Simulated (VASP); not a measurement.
# SiC (P6_3mc) in VASP: further runs

Aim: see how the results for SiC move with the level of theory and the settings. Levels: PBE, PBE+D4. Tasks: electric field gradients.

All numbers are computed with VASP 6.6.1; they aren't measurements. Logs are shortened: lines on timing, memory, paths and dates and some standing lists are left out, and cuts for length are marked.

## Step 1: The cell of the first run

Symmetry: P6_3mc, No. 186, hexagonal system. The conventional cell has a = 3.074 Å, b = 3.074 Å, c = 5.045 Å, α = 90.00°, β = 90.00°, γ = 120.00°. Within 2.5 Å of Si (site symmetry 3m) lie 4 C at 1.88 to 1.90 Å. C (site symmetry 3m) has 4 Si at 1.88 to 1.90 Å within 2.5 Å.

## Step 2: Electric field gradients, PBE

INCAR reads:

```
PREC = Accurate
ENCUT = 520
EDIFF = 1E-8
ISMEAR = -1
SIGMA = 0.02
LREAL = F
LASPH = T
NELM = 100
ALGO = Normal
ISIF = 2
LWAVE = F
LCHARG = F
GGA = PE
LEFG = T
NBANDS = 16
```

KPOINTS reads:

```
regular mesh
0
Gamma
  10 10 6
```

POSCAR reads:

```
SiC
1.0
    3.0735139282      0.0000000000      0.0000000000
   -1.5367569641      2.6617411407      0.0000000000
    0.0000000000      0.0000000000      5.0452477100
Si C
2 2
Direct
    0.3333333333      0.6666666667      0.4996024000
    0.6666666667      0.3333333333      0.9996024000
    0.3333333333      0.6666666667      0.8753976000
    0.6666666667      0.3333333333      0.3753976000
```

Potentials or basis: VASP PAW PBE potentials, release 64 (Si, C).

The run is started by

```bash
cat potpaw_PBE.64/Si/POTCAR potpaw_PBE.64/C/POTCAR > POTCAR
mpirun -np 1 vasp_std > vasp.out
```

OUTCAR:

```text
PREC = Accurate
   ENCUT = 520
   EDIFF = 1E-8
   ISMEAR = -1
   LREAL = F
   LASPH = T
   NELM = 100
   ISIF = 2
   GGA = PE

 ion  position               nearest neighbor table
   1  0.333  0.667  0.500-   4 1.88   4 1.88   4 1.88   3 1.90   2 3.08   2 3.08   2 3.08   2 3.08
                             2 3.08   2 3.08
   2  0.667  0.333  1.000-   3 1.88   3 1.88   3 1.88   4 1.90   1 3.08   1 3.08   1 3.08   1 3.08
                             1 3.08   1 3.08
   3  0.333  0.667  0.875-   2 1.88   2 1.88   2 1.88   1 1.90
   4  0.667  0.333  0.375-   1 1.88   1 1.88   1 1.88   2 1.90

  LATTYP: Found a hexagonal cell.
 ALAT       =     3.0735139282
 C/A-ratio  =     1.6415242709

  Lattice vectors:

 A1 = (   3.0735139282,   0.0000000000,   0.0000000000)
 A2 = (  -1.5367569641,   2.6617411407,   0.0000000000)
 A3 = (   0.0000000000,   0.0000000000,   5.0452477100)

Analysis of symmetry for initial positions (statically):
=====================================================================
 Subroutine PRICEL returns:
 Original cell was already a primitive cell.

 Routine SETGRP: Setting up the symmetry group for a
 hexagonal supercell.

 Subroutine GETGRP returns: Found 12 space group operations
 (whereof  6 operations were pure point group operations)
 out of a pool of 24 trial point group operations.

The static configuration has the point symmetry C_3v.
 The point group associated with its full space group is C_6v.

Analysis of symmetry for dynamics (positions and initial velocities):
=====================================================================
 Subroutine PRICEL returns:
 Original cell was already a primitive cell.

 Routine SETGRP: Setting up the symmetry group for a
 hexagonal supercell.

 Subroutine GETGRP returns: Found 12 space group operations
 (whereof  6 operations were pure point group operations)
 out of a pool of 24 trial point group operations.

The dynamic configuration has the point symmetry C_3v.
 The point group associated with its full space group is C_6v.

 Subroutine INISYM returns: Found 12 space group operations
 (whereof  6 operations are pure point group operations),
 and found     1 'primitive' translations

[... 140 lines left out ...]
  ext. energy  EPLUGINS =         0.00000000
  ---------------------------------------------------
  free energy    TOTEN  =       -30.10129247 eV

  energy without entropy =      -30.10129247  energy(sigma->0) =      -30.10129247

 E-fermi :   8.6975     XC(G=0): -11.3597

 val. band max:        8.2848696541   @ k =   0.0000   0.0000   0.0000
 cond. band min:      10.7100699907   @ k =   0.3000   0.3000   0.0000
 fundamental gap:      2.4252003367
 Fermi energy:         8.6974821356

 k-point     1 :       0.0000    0.0000    0.0000
  band No.  band energies     occupation
      1      -7.3023      2.00000
      2      -3.7292      2.00000
      3      -0.4265      2.00000
      4       6.9681      2.00000
      5       6.9681      2.00000
      6       8.1710      2.00000
[... 433 lines left out ...]
      3       0.2580      2.00000
      4       1.8345      2.00000
      5       3.3883      2.00000
      6       4.4508      2.00000
[... 8 lines left out ...]
     15      19.7534      0.00000
     16      21.1239      0.00000

 [... further k-points ...]
[... 5 lines left out ...]
  --------------------------------------------------------------------------------------
  -------------------------------------------------------------------------------------
  Total        1.0103813      1.0103813      0.9601711      0.0000000      0.0000000      0.0000000
  in kB       39.2204330     39.2204330     37.2713999      0.0000000      0.0000000      0.0000000
  external PRESSURE =      38.5707553 kB  Pullay stress =       0.0000000 kB

 VOLUME and BASIS-vectors are now :
 -----------------------------------------------------------------------------
  energy-cutoff  :      520.00
  volume of cell :       41.27
      direct lattice vectors                 reciprocal lattice vectors
     3.073513928  0.000000000  0.000000000     0.325360491  0.187846967  0.000000000
    -1.536756964  2.661741141  0.000000000     0.000000000  0.375693934  0.000000000
     0.000000000  0.000000000  5.045247710     0.000000000  0.000000000  0.198206324

 POSITION                                       TOTAL-FORCE (eV/Angst)
 -----------------------------------------------------------------------------------
     -0.00000      1.77449      2.52062        -0.000000     -0.000000      0.001691
      1.53676      0.88725      5.04324         0.000000      0.000000      0.001691
     -0.00000      1.77449      4.41660         0.000000     -0.000000     -0.001691
      1.53676      0.88725      1.89397        -0.000000      0.000000     -0.001691
 -----------------------------------------------------------------------------------
    total drift:                               -0.000000     -0.000000     -0.000112

  FREE ENERGIE OF THE ION-ELECTRON SYSTEM (eV)
  ---------------------------------------------------
  free  energy   TOTEN  =       -30.1012924676 eV

  energy  without entropy=      -30.1012924676  energy(sigma->0) =      -30.10129247

 Electric field gradients (V/A^2)
---------------------------------------------------------------------
 ion       V_xx      V_yy      V_zz      V_xy      V_xz      V_yz
---------------------------------------------------------------------
   1      -1.675    -1.676     3.351    -0.000    -0.000     0.000
   2      -1.675    -1.676     3.351    -0.000     0.000    -0.000
   3      -1.072    -1.072     2.144    -0.000     0.000    -0.000
   4      -1.072    -1.072     2.144    -0.000    -0.000     0.000
---------------------------------------------------------------------

 Electric field gradients after diagonalization (V/A^2)
 (convention: |V_zz| > |V_xx| > |V_yy|)
----------------------------------------------------------------------
 ion       V_xx      V_yy      V_zz     asymmetry (V_yy - V_xx)/ V_zz
----------------------------------------------------------------------
   1      -1.676    -1.675     3.351       0.000
   2      -1.676    -1.675     3.351       0.000
   3      -1.072    -1.072     2.144       0.000
   4      -1.072    -1.072     2.144       0.000
----------------------------------------------------------------------

           NMR quadrupolar parameters

 Cq : quadrupolar parameter    Cq=e*Q*V_zz/h
 eta: asymmetry parameters     (V_yy - V_xx)/ V_zz
 Q  : nuclear electric quadrupole moment in mb (millibarn)
----------------------------------------------------------------------
 ion       Cq(MHz)       eta       Q (mb)
----------------------------------------------------------------------
   1       0.008       0.000       1.000
   2       0.008       0.000       1.000
   3       0.005       0.000       1.000
   4       0.005       0.000       1.000
----------------------------------------------------------------------
```

Wall time 12 s (1 thread of Intel Xeon 6975P-C (Granite Rapids), shared host); peak memory 0.16 GiB.

Results:

| Quantity | Value |
| --- | --- |
| Free energy | -30.1013 eV |
| Pressure | 3.9 GPa |
| Band gap on the k mesh | 2.43 eV, indirect (least direct gap 3.98 eV) |

Levels at points of the mesh, in eV from the valence-band top:
```tsv
k point	band 6	band 7	band 8	band 9	band 10	band 11
(0.00, 0.00, 0.00)	-0.11	0.00	0.00	4.83	6.23	6.68
(0.50, 0.00, 0.00)	-3.32	-3.29	-1.20	2.78	4.22	6.90
(0.00, 0.00, 0.50)	-0.71	-0.71	-0.71	5.92	5.92	7.36
(0.50, 0.00, 0.50)	-2.45	-2.33	-2.33	3.29	3.29	5.26
```

Electric field gradients, principal values (V/Å²):
| atom | least | middle | greatest (by size) |
| --- | --- | --- | --- |
| 1 Si | -1.675 | -1.676 | 3.351 |
| 2 Si | -1.675 | -1.676 | 3.351 |
| 3 C | -1.072 | -1.072 | 2.144 |
| 4 C | -1.072 | -1.072 | 2.144 |

Caveat: without QUAD_EFG the Cq values of the log hold for a quadrupole moment of 1 mb, not for the nuclei. A hybrid or GW would open this gap; PBE tends to underestimate it.

## Step 3: Electric field gradients, PBE+D4

INCAR reads:

```
SYSTEM = SiC
PREC = Accurate
ENCUT = 520
EDIFF = 1E-8
ISMEAR = -1
SIGMA = 0.02
LREAL = .FALSE.
LASPH = .TRUE.
NELM = 80
ALGO = Normal
ISIF = 2
LWAVE = .FALSE.
LCHARG = .FALSE.
GGA = PE
IVDW = 13
LEFG = .TRUE.
NBANDS = 16
```

KPOINTS reads:

```
Automatic mesh
0
G
  10 10 6
  0 0 0
```

POSCAR is that of step 2.

Potentials or basis: VASP PAW PBE potentials, release 64 (Si, C).

The run is started by

```bash
cat potpaw_PBE.64/Si/POTCAR potpaw_PBE.64/C/POTCAR > POTCAR
mpirun -np 1 vasp_std > vasp.out
```

OUTCAR:

```text
SYSTEM = SiC
   PREC = Accurate
   ENCUT = 520
   EDIFF = 1E-8
   ISMEAR = -1
   LREAL = .FALSE.
   LASPH = .TRUE.
   NELM = 80
   ISIF = 2
   GGA = PE
   IVDW = 13

 ion  position               nearest neighbor table
   1  0.333  0.667  0.500-   4 1.88   4 1.88   4 1.88   3 1.90   2 3.08   2 3.08   2 3.08   2 3.08
                             2 3.08   2 3.08
   2  0.667  0.333  1.000-   3 1.88   3 1.88   3 1.88   4 1.90   1 3.08   1 3.08   1 3.08   1 3.08
                             1 3.08   1 3.08
   3  0.333  0.667  0.875-   2 1.88   2 1.88   2 1.88   1 1.90
   4  0.667  0.333  0.375-   1 1.88   1 1.88   1 1.88   2 1.90

  LATTYP: Found a hexagonal cell.
 ALAT       =     3.0735139282
 C/A-ratio  =     1.6415242709

  Lattice vectors:

 A1 = (   3.0735139282,   0.0000000000,   0.0000000000)
 A2 = (  -1.5367569641,   2.6617411407,   0.0000000000)
 A3 = (   0.0000000000,   0.0000000000,   5.0452477100)

Analysis of symmetry for initial positions (statically):
=====================================================================
 Subroutine PRICEL returns:
[... 667 lines left out ...]
     -0.00000      1.77449      2.52062        -0.000000      0.000000     -0.000005
      1.53676      0.88725      5.04324         0.000000     -0.000000     -0.000005
     -0.00000      1.77449      4.41660         0.000000      0.000000      0.000005
      1.53676      0.88725      1.89397        -0.000000     -0.000000      0.000005
 -----------------------------------------------------------------------------------
    total drift:                               -0.000000     -0.000000     -0.000112

  FREE ENERGIE OF THE ION-ELECTRON SYSTEM (eV)
  ---------------------------------------------------
  free  energy   TOTEN  =       -31.4191326992 eV

  energy  without entropy=      -31.4191326992  energy(sigma->0) =      -31.41913270

 Electric field gradients (V/A^2)
---------------------------------------------------------------------
 ion       V_xx      V_yy      V_zz      V_xy      V_xz      V_yz
---------------------------------------------------------------------
   1      -1.675    -1.676     3.351    -0.000    -0.000     0.000
   2      -1.675    -1.676     3.351    -0.000     0.000    -0.000
   3      -1.072    -1.072     2.144    -0.000     0.000    -0.000
   4      -1.072    -1.072     2.144    -0.000    -0.000     0.000
---------------------------------------------------------------------

 Electric field gradients after diagonalization (V/A^2)
 (convention: |V_zz| > |V_xx| > |V_yy|)
----------------------------------------------------------------------
 ion       V_xx      V_yy      V_zz     asymmetry (V_yy - V_xx)/ V_zz
----------------------------------------------------------------------
   1      -1.676    -1.675     3.351       0.000
   2      -1.676    -1.675     3.351       0.000
   3      -1.072    -1.072     2.144       0.000
   4      -1.072    -1.072     2.144       0.000
----------------------------------------------------------------------

           NMR quadrupolar parameters

 Cq : quadrupolar parameter    Cq=e*Q*V_zz/h
 eta: asymmetry parameters     (V_yy - V_xx)/ V_zz
 Q  : nuclear electric quadrupole moment in mb (millibarn)
----------------------------------------------------------------------
 ion       Cq(MHz)       eta       Q (mb)
----------------------------------------------------------------------
   1       0.008       0.000       1.000
   2       0.008       0.000       1.000
   3       0.005       0.000       1.000
   4       0.005       0.000       1.000
----------------------------------------------------------------------
```

Wall time 13 s (1 thread of Intel Xeon 6975P-C (Granite Rapids), shared host); peak memory 0.17 GiB.

Results:

```
Free energy                : -31.4191 eV
Pressure                   : -0.4 GPa
Band gap on the k mesh     : 2.43 eV, indirect (least direct gap 3.98 eV)
Dispersion energy per atom : -0.329 eV
```

Stress tensor (GPa, compression positive):
```
-0.36  0.00  0.00
 0.00 -0.36  0.00
 0.00  0.00 -0.48
```

Levels at points of the mesh, in eV from the valence-band top:
```
           k point  band 5  band 6  band 7  band 8  band 9  band 10  band 11  band 12
(0.00, 0.00, 0.00)   -1.32   -0.11    0.00    0.00    4.83     6.23     6.68     6.68
(0.50, 0.00, 0.00)   -5.44   -3.32   -3.29   -1.20    2.78     4.22     6.90     7.14
(0.00, 0.00, 0.50)   -0.71   -0.71   -0.71   -0.71    5.92     5.92     7.36     7.36
(0.50, 0.00, 0.50)   -2.45   -2.45   -2.33   -2.33    3.29     3.29     5.26     5.26
```

Electric field gradients, principal values (V/Å²):
```
atom   least  middle  greatest (by size)
1 Si  -1.675  -1.676               3.351
2 Si  -1.675  -1.676               3.351
 3 C  -1.072  -1.072               2.144
 4 C  -1.072  -1.072               2.144
```

Caveat: without QUAD_EFG the Cq values of the log hold for a quadrupole moment of 1 mb, not for the nuclei. A k mesh can miss the band edges.
